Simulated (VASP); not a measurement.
A run of VASP 6.6.1 is set up as follows.

File INCAR:

```
SYSTEM = HfB2
PREC     = Accurate       ! precision mode
ENCUT    = 520            ! plane-wave cutoff, eV
EDIFF    = 1E-6           ! SCF threshold, eV
ISMEAR   = -1             ! smearing method
SIGMA    = 0.1            ! smearing width, eV
LREAL    = .FALSE.        ! projectors in reciprocal space
LASPH    = .TRUE.         ! aspherical terms in the spheres
NELM     = 100            ! most SCF steps
ALGO     = Normal         ! electronic algorithm
ISIF     = 2              ! what is computed and relaxed
LWAVE    = .FALSE.        ! write WAVECAR
LCHARG   = .FALSE.        ! write CHGCAR
GGA      = PE             ! functional
NBANDS   = 15             ! bands
```

KPOINTS

```
regular mesh
0
G
  11 11 8
  0 0 0
```

POSCAR

```
HfB2
1.0
    3.2608862960      0.0000000000      0.0000000000
   -1.6304431480      2.8240106122      0.0000000000
    0.0000000000      0.0000000000      3.6139758949
Hf B
1 2
Direct
    0.0000000000      0.0000000000      0.0000000000
    0.3333333333      0.6666666667      0.5000000000
    0.6666666667      0.3333333333      0.5000000000
```

Potentials or basis: VASP PAW PBE potentials, release 64 (Hf_pv, B).

Run with:

```bash
$ cat potpaw_PBE.64/Hf_pv/POTCAR potpaw_PBE.64/B/POTCAR > POTCAR
$ mpirun -np 1 vasp_std > vasp.out
```

**Question.** Predict the pressure.

**Answer.** -22.4 GPa.

**Question.** Estimate the band gap on the k mesh.

**Answer.** Zero (band 8 reaches 7.32 eV, above the bottom of band 9 at 6.36 eV).

Stress tensor (GPa, compression positive):
```
-23.55   0.00   0.00
  0.00 -23.55   0.00
  0.00   0.00 -20.17
```

Caveat: spin-orbit coupling is left out, which moves the levels of the heavy elements.
